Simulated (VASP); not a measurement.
Here is a VASP 6.6.1 calculation.

INCAR

```
SYSTEM = TiO2
PREC = Accurate ; ENCUT = 520
EDIFF = 1E-8 ; ISMEAR = -1
SIGMA = 0.02 ; LREAL = .FALSE.
LASPH = .TRUE. ; NELM = 120
ALGO = Normal ; ISIF = 2
LWAVE = .FALSE. ; LCHARG = .FALSE.
GGA = PE ; LEFG = .TRUE.
NBANDS = 33 ; GGA_COMPAT = .FALSE.
```

Contents of KPOINTS:

```
Automatic mesh
0
G
  7 7 7
  0 0 0
```

POSCAR

```
TiO2
1.0
   -1.8921000000      1.8921000000      4.7573000000
    1.8921000000     -1.8921000000      4.7573000000
    1.8921000000      1.8921000000     -4.7573000000
Ti O
2 4
Direct
    0.0000000000      0.0000000000      0.0000000000
    0.7500000000      0.2500000000      0.5000000000
    0.2087892846      0.2087892846      0.0000000000
    0.9587892846      0.4587892846      0.5000000000
    0.5412107154      0.0412107154      0.5000000000
    0.7912107154      0.7912107154      0.0000000000
```

Potentials or basis: VASP PAW PBE potentials, release 64 (Ti_sv, O).

The run is started by

```sh
$ cat potpaw_PBE.64/Ti_sv/POTCAR potpaw_PBE.64/O/POTCAR > POTCAR
$ mpirun -np 1 vasp_std > vasp.out
```

Q: Predict the pressure.

A: 5.5 GPa.

Q: What does it give for the largest force?

A: 0.022 eV/Å.

Q: What does it give for the band gap on the k mesh?

A: 2.07 eV, indirect (least direct gap 2.44 eV).

Stress tensor (GPa, compression positive):
```
5.46 0.00 0.00
0.00 5.46 0.00
0.00 0.00 5.62
```

Caveat: without QUAD_EFG the Cq values of the log hold for a quadrupole moment of 1 mb, not for the nuclei. A k mesh can miss the band edges.
